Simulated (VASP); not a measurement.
# FePt (P4/mmm) in VASP: single point with PBE

Aim: the single point of FePt with PBE.

All numbers are computed with VASP 6.6.1; they aren't measurements. Logs are shortened: lines on timing, memory, paths and dates and some standing lists are left out, and cuts for length are marked.

## Step 1: The cell of the first run

Symmetry: P4/mmm, No. 123, tetragonal system. The conventional cell has a = 2.724 Å, b = 2.724 Å, c = 3.720 Å, α = 90.00°, β = 90.00°, γ = 90.00°. Within 3.5 Å of Pt (site symmetry 4/mmm) lie 8 Fe at 2.68 Å and 4 Pt at 2.72 Å. Within 3.5 Å of Fe (site symmetry 4/mmm) lie 8 Pt at 2.68 Å and 4 Fe at 2.72 Å.

## Step 2: Single point, PBE

INCAR

```
SYSTEM = FePt
ALGO = Normal
EDIFF = 1E-6
ENCUT = 520
GGA = PE
ISIF = 2
ISMEAR = 0
LASPH = .True.
LCHARG = .True.
LELF = .True.
LREAL = .False.
LVHAR = .True.
LWAVE = .False.
NBANDS = 16
NELM = 80
PREC = Accurate
SIGMA = 0.05
```

KPOINTS

```
k-points
0
Gamma
  19 19 14
  0 0 0
```

POSCAR

```
FePt
1.0
    2.7235000000      0.0000000000      0.0000000000
    0.0000000000      2.7235000000      0.0000000000
    0.0000000000      0.0000000000      3.7200000000
Pt Fe
1 1
Direct
    0.5000000000      0.5000000000      0.5000000000
    0.0000000000      0.0000000000      0.0000000000
```

Potentials or basis: VASP PAW PBE potentials, release 64 (Pt, Fe).

The run is started by

```sh
cat potpaw_PBE.64/Pt/POTCAR potpaw_PBE.64/Fe/POTCAR > POTCAR
mpirun -np 1 vasp_std > vasp.out
```

OUTCAR:

```text
SYSTEM = FePt
   EDIFF = 1E-6
   ENCUT = 520
   GGA = PE
   ISIF = 2
   ISMEAR = 0
   LASPH = .True.
   LREAL = .False.
   NELM = 80
   PREC = Accurate

 ion  position               nearest neighbor table
   1  0.500  0.500  0.500-   2 2.68   2 2.68   2 2.68   2 2.68   2 2.68   2 2.68   2 2.68   2 2.68

   2  0.000  0.000  0.000-   1 2.68   1 2.68   1 2.68   1 2.68   1 2.68   1 2.68   1 2.68   1 2.68

  LATTYP: Found a simple tetragonal cell.
 ALAT       =     2.7235000000
 C/A-ratio  =     1.3658894804

  Lattice vectors:

 A1 = (   2.7235000000,   0.0000000000,   0.0000000000)
 A2 = (   0.0000000000,   2.7235000000,   0.0000000000)
 A3 = (   0.0000000000,   0.0000000000,   3.7200000000)

Analysis of symmetry for initial positions (statically):
=====================================================================
 Subroutine PRICEL returns:
 Original cell was already a primitive cell.

 Routine SETGRP: Setting up the symmetry group for a
 simple tetragonal supercell.

 Subroutine GETGRP returns: Found 16 space group operations
 (whereof 16 operations were pure point group operations)
 out of a pool of 16 trial point group operations.

The static configuration has the point symmetry D_4h.

Analysis of symmetry for dynamics (positions and initial velocities):
=====================================================================
 Subroutine PRICEL returns:
 Original cell was already a primitive cell.

 Routine SETGRP: Setting up the symmetry group for a
 simple tetragonal supercell.

 Subroutine GETGRP returns: Found 16 space group operations
 (whereof 16 operations were pure point group operations)
 out of a pool of 16 trial point group operations.

The dynamic configuration has the point symmetry D_4h.

 Subroutine INISYM returns: Found 16 space group operations
 (whereof 16 operations are pure point group operations),
 and found     1 'primitive' translations

----------------------------------------------------------------------------------------

                                     Primitive cell

  volume of cell :      27.5929

  direct lattice vectors                    reciprocal lattice vectors
     2.723500000  0.000000000  0.000000000     0.367174592  0.000000000  0.000000000
     0.000000000  2.723500000  0.000000000     0.000000000  0.367174592  0.000000000
     0.000000000  0.000000000  3.720000000     0.000000000  0.000000000  0.268817204

  length of vectors
     2.723500000  2.723500000  3.720000000     0.367174592  0.367174592  0.268817204

  position of ions in fractional coordinates (direct lattice)
     0.500000000  0.500000000  0.500000000
     0.000000000  0.000000000  0.000000000

  ion indices of the primitive-cell ions
   primitive index   ion index
                 1           1
                 2           2

----------------------------------------------------------------------------------------

 KPOINTS: k-points

Automatic generation of k-mesh.
 Grid dimensions read from file:
 generate k-points for:   19   19   14

 Generating k-lattice:

  Cartesian coordinates                     Fractional coordinates (reciprocal lattice)
     0.019324979  0.000000000  0.000000000     0.052631579  0.000000000  0.000000000
     0.000000000  0.019324979  0.000000000     0.000000000  0.052631579  0.000000000
     0.000000000  0.000000000  0.019201229     0.000000000  0.000000000  0.071428571

  Length of vectors
     0.019324979  0.019324979  0.019201229

  Shift w.r.t. Gamma in fractional coordinates (k-lattice)
     0.000000000  0.000000000  0.000000000

 Subroutine IBZKPT returns following result:
 ===========================================

 Found    440 irreducible k-points:

 Following reciprocal coordinates:
            Coordinates               Weight
  0.000000  0.000000  0.000000      1.000000
  0.052632  0.000000  0.000000      4.000000
  0.105263  0.000000  0.000000      4.000000
  0.157895  0.000000  0.000000      4.000000
  0.210526  0.000000  0.000000      4.000000
  0.263158  0.000000  0.000000      4.000000
[... 16 lines left out ...]
  0.263158  0.105263  0.000000      8.000000
  0.315789  0.105263  0.000000      8.000000
 [... further k-points ...]
   k-points           NKPTS =    440   k-points in BZ     NKDIM =    440   number of bands    NBANDS=     16
   number of dos      NEDOS =    301   number of ions     NIONS =      2
   total plane-waves  NPLWV =  11200
   dimension x,y,z NGX =    20 NGY =   20 NGZ =   28
   dimension x,y,z NGXF=    40 NGYF=   40 NGZF=   56
   ions per type =               1   1
   NGX,Y,Z   is equivalent  to a cutoff of  12.21, 12.21, 12.51 a.u.
   NGXF,Y,Z  is equivalent  to a cutoff of  24.42, 24.42, 25.03 a.u.
 SYSTEM =  FePt
   PREC   = accura    normal or accurate (medium, high low for compatibility)
   ISTART =      0    job   : 0-new  1-cont  2-samecut
   ICHARG =      2    charge: 1-file 2-atom 10-const
   ISPIN  =      1    spin polarized calculation?
   LNONCOLLINEAR =      F non collinear calculations
   LSORBIT =      F    spin-orbit coupling
   LASPH  =      T    aspherical Exc in radial PAW
   ENCUT  =  520.0 eV  38.22 Ry    6.18 a.u.   5.06  5.06  6.92*2*pi/ulx,y,z
   NELM   =     80;   NELMIN=  2; NELMDL= -5     # of ELM steps
   EDIFF  = 0.1E-05   stopping-criterion for ELM
   LREAL  =      F    real-space projection
   EDIFFG = 0.1E-04   stopping-criterion for IOM
   NSW    =      0    number of steps for IOM
   IBRION =     -1    ionic relax: 0-MD 1-quasi-New 2-CG
   NFREE  =      0    steps in history (QN), initial steepest desc. (CG)
   ISIF   =      2    stress and relaxation
   ISYM   =      2    0-nonsym 1-usesym 2-fastsym
   POTIM  = 0.5000    time-step for ionic-motion
   TEBEG  =    0.0;   TEEND  =   0.0 temperature during run
   PSTRESS=    0.0 pullay stress
   NELECT =      18.0000    total number of electrons
   NUPDOWN=      -1.0000    fix difference up-down
   EMIN   =  10.00;   EMAX   =-10.00  energy-range for DOS
   EFERMI =   0.00;   METHOD = LEGACY
   ISMEAR =     0;   SIGMA  =   0.05  broadening in eV -4-tet -1-fermi 0-gaus
   EFERMI_NEDOS =   21; number of points for ismear=-14 and -15
   IALGO  =     38    algorithm
   IMIX   =      4    mixing-type and parameters
     AMIX     =   0.40;   BMIX     =  1.00
     AMIX_MAG =   1.60;   BMIX_MAG =  1.00
  volume/ion in A,a.u.               =      13.80        93.10
  Fermi-wavevector in a.u.,A,eV,Ry     =   1.419819  2.683070 27.427809  2.015887
  Thomas-Fermi vector in A             =   2.540800
   LORBIT       =      0    0 simple, 1 ext, 2 COOP (PROOUT), +10 PAW based schemes
   GGA     = PE    functional components
   LHFCALC =     F    Hartree Fock is set to
   AEXX    =    0.0000 exact exchange contribution
   IVDW    =     0    specifies the selected vdW correction
   LEPSILON=     F    determine dielectric tensor
   LRPA    =     F    only Hartree local field effects (RPA)
 non-spin polarized calculation
 Gauss-broadening in eV      SIGMA  =   0.05
  energy-cutoff  :      520.00
  volume of cell :       27.59
 maximum number of plane-waves:       766
   NGX = 11   NGY = 11   NGZ = 13

 number of electron      17.9999999 magnetization

 Free energy of the ion-electron system (eV)
  ---------------------------------------------------
  ext. energy  EPLUGINS =         0.00000000
  ---------------------------------------------------
  free energy    TOTEN  =       -14.05933924 eV

  energy without entropy =      -14.05364433  energy(sigma->0) =      -14.05649178

 E-fermi :   8.5402     XC(G=0): -13.1016

 val. band max:        8.5397597064   @ k =   0.3158   0.1053   0.0714
 cond. band min:       8.5403919427   @ k =   0.3158   0.3158   0.3571
 fundamental gap:      0.0006322362
 Fermi energy:         8.5402092634

 k-point     1 :       0.0000    0.0000    0.0000
  band No.  band energies     occupation
      1      -0.8850      2.00000
      2       2.3963      2.00000
      3       2.5089      2.00000
      4       5.6755      2.00000
      5       5.6755      2.00000
      6       6.9181      2.00000
[... 8 lines left out ...]
     15      20.4934      0.00000
     16      25.7711      0.00000

 k-point     2 :       0.0526    0.0000    0.0000
  band No.  band energies     occupation
      1      -0.8115      2.00000
      2       2.4392      2.00000
      3       2.5547      2.00000
      4       5.6181      2.00000
      5       5.6959      2.00000
      6       6.9368      2.00000
[... 8 lines left out ...]
     15      20.6329      0.00000
     16      25.8447      0.00000

 k-point     3 :       0.1053    0.0000    0.0000
  band No.  band energies     occupation
      1      -0.5957      2.00000
      2       2.5403      2.00000
      3       2.7159      2.00000
      4       5.4513      2.00000
      5       5.7564      2.00000
      6       6.9868      2.00000
[... 8 lines left out ...]
     15      21.0376      0.00000
     16      26.0400      0.00000

 k-point     4 :       0.1579    0.0000    0.0000
  band No.  band energies     occupation
      1      -0.2521      2.00000
      2       2.6762      2.00000
      3       3.0030      2.00000
      4       5.1933      2.00000
      5       5.8544      2.00000
      6       6.8787      2.00000
[... 8 lines left out ...]
     15      21.6720      0.00000
     16      26.2660      0.00000

 k-point     5 :       0.2105    0.0000    0.0000
  band No.  band energies     occupation
      1       0.1950      2.00000
      2       2.8494      2.00000
      3       3.3885      2.00000
      4       4.8770      2.00000
      5       5.9857      2.00000
      6       6.6408      2.00000
[... 8 lines left out ...]
     15      22.4919      0.00000
     16      25.3518      0.00000

 k-point     6 :       0.2632    0.0000    0.0000
  band No.  band energies     occupation
      1       0.7110      2.00000
      2       3.0579      2.00000
      3       3.8327      2.00000
      4       4.5442      2.00000
      5       6.1438      2.00000
      6       6.3857      2.00000
[... 8 lines left out ...]
     15      23.4546      0.00000
     16      24.3921      0.00000

 k-point     7 :       0.3158    0.0000    0.0000
  band No.  band energies     occupation
      1       1.2494      2.00000
      2       3.2966      2.00000
      3       4.2345      2.00000
      4       4.2763      2.00000
      5       6.1431      2.00000
      6       6.3189      2.00000
[... 8 lines left out ...]
     15      23.4868      0.00000
     16      24.5230      0.00000

 k-point     8 :       0.3684    0.0000    0.0000
  band No.  band energies     occupation
      1       1.7492      2.00000
      2       3.5585      2.00000
      3       3.9789      2.00000
      4       4.6387      2.00000
      5       5.9388      2.00000
      6       6.4954      2.00000
[... 8 lines left out ...]
     15      22.6471      0.00000
     16      24.2079      0.00000

 k-point     9 :       0.4211    0.0000    0.0000
  band No.  band energies     occupation
      1       2.1371      2.00000
      2       3.7982      2.00000
      3       3.8236      2.00000
      4       4.8449      2.00000
      5       5.7921      2.00000
      6       6.6490      2.00000
[... 8 lines left out ...]
     15      21.9035      0.00000
     16      23.1746      0.00000
[... 172 lines left out ...]
 k-point    19 :       0.4737    0.0526    0.0000
  band No.  band energies     occupation
      1       2.4428      2.00000
      2       3.6904      2.00000
      3       4.0229      2.00000
      4       4.6872      2.00000
      5       5.8073      2.00000
      6       6.1328      2.00000
[... 8 lines left out ...]
     15      21.3539      0.00000
     16      22.3190      0.00000

 k-point    20 :       0.1053    0.1053    0.0000
  band No.  band energies     occupation
      1      -0.3065      2.00000
      2       2.7625      2.00000
      3       2.8363      2.00000
      4       5.3628      2.00000
      5       5.6524      2.00000
      6       6.8565      2.00000
[... 8 lines left out ...]
     15      19.9656      0.00000
     16      26.3382      0.00000

 k-point    21 :       0.1579    0.1053    0.0000
  band No.  band energies     occupation
      1       0.0357      2.00000
      2       2.9177      2.00000
      3       3.0919      2.00000
      4       5.1440      2.00000
      5       5.6415      2.00000
      6       6.6265      2.00000
[... 8 lines left out ...]
     15      20.2473      0.00000
     16      26.6034      0.00000

 k-point    22 :       0.2105    0.1053    0.0000
  band No.  band energies     occupation
      1       0.4795      2.00000
      2       3.0819      2.00000
      3       3.4637      2.00000
      4       4.8329      2.00000
      5       5.6597      2.00000
      6       6.3622      2.00000
[... 8 lines left out ...]
     15      20.8187      0.00000
     16      26.3044      0.00000

 k-point    23 :       0.2632    0.1053    0.0000
  band No.  band energies     occupation
      1       0.9907      2.00000
      2       3.2759      2.00000
      3       3.8713      2.00000
      4       4.4967      2.00000
      5       5.6715      2.00000
      6       6.1148      2.00000
[... 8 lines left out ...]
     15      21.4653      0.00000
     16      25.3520      0.00000

 k-point    24 :       0.3158    0.1053    0.0000
  band No.  band energies     occupation
      1       1.5269      2.00000
      2       3.4909      2.00000
      3       4.1831      2.00000
      4       4.2138      2.00000
      5       5.6641      2.00000
      6       5.9538      2.00000
[... 8 lines left out ...]
     15      22.0195      0.00000
     16      24.5950      0.00000

 [... further k-points ...]

------------------------ aborting loop because EDIFF is reached ----------------------------------------

  FORCE on cell =-STRESS in cart. coord.  units (eV):
  Direction    XX          YY          ZZ          XY          YZ          ZX
  --------------------------------------------------------------------------------------
  -------------------------------------------------------------------------------------
  Total       -2.5165779     -2.5165779     -1.9282175      0.0000000      0.0000000     -0.0000000
  in kB     -146.1245747   -146.1245747   -111.9615503      0.0000000      0.0000000     -0.0000000
  external PRESSURE =    -134.7368999 kB  Pullay stress =       0.0000000 kB

 VOLUME and BASIS-vectors are now :
 -----------------------------------------------------------------------------
  energy-cutoff  :      520.00
  volume of cell :       27.59
      direct lattice vectors                 reciprocal lattice vectors
     2.723500000  0.000000000  0.000000000     0.367174592  0.000000000  0.000000000
     0.000000000  2.723500000  0.000000000     0.000000000  0.367174592  0.000000000
     0.000000000  0.000000000  3.720000000     0.000000000  0.000000000  0.268817204

 POSITION                                       TOTAL-FORCE (eV/Angst)
 -----------------------------------------------------------------------------------
      1.36175      1.36175      1.86000         0.000000      0.000000      0.000000
      0.00000      0.00000      0.00000         0.000000      0.000000      0.000000
 -----------------------------------------------------------------------------------
    total drift:                               -0.000000      0.000000      0.000000

  FREE ENERGIE OF THE ION-ELECTRON SYSTEM (eV)
  ---------------------------------------------------
  free  energy   TOTEN  =       -14.0593392352 eV

  energy  without entropy=      -14.0536443297  energy(sigma->0) =      -14.05649178
```

Wall time 92 s (1 thread of Intel Xeon Platinum 8488C (Sapphire Rapids), shared host); peak memory 0.31 GiB.

Results:

```yaml
Free_energy: -14.0593 eV
Pressure: -13.5 GPa
Band_gap_on_the_k_mesh: zero (bands 9 and 10 overlap by 1.37 eV)
```

Stress tensor (GPa, compression positive):
```
-14.61   0.00   0.00
  0.00 -14.61   0.00
  0.00   0.00 -11.20
```

Levels at points of the mesh, in eV from the Fermi level:
| k point | band 6 | band 7 | band 8 | band 9 | band 10 | band 11 | band 12 | band 13 |
| --- | --- | --- | --- | --- | --- | --- | --- | --- |
| (0.00, 0.00, 0.00) | -1.62 | -1.30 | -0.45 | 0.38 | 0.68 | 0.68 | 2.52 | 10.25 |
| (0.00, 0.00, 0.50) | -2.29 | -2.18 | -1.02 | -0.88 | -0.58 | -0.58 | 0.04 | 16.05 |

Caveat: the cell stands under tension; spin-orbit coupling is left out, which moves the levels of the heavy elements; the run has no spin polarisation, though such a crystal can be magnetic. Spin polarisation is off, so any magnetic state and its effect on volume and gap are missing.
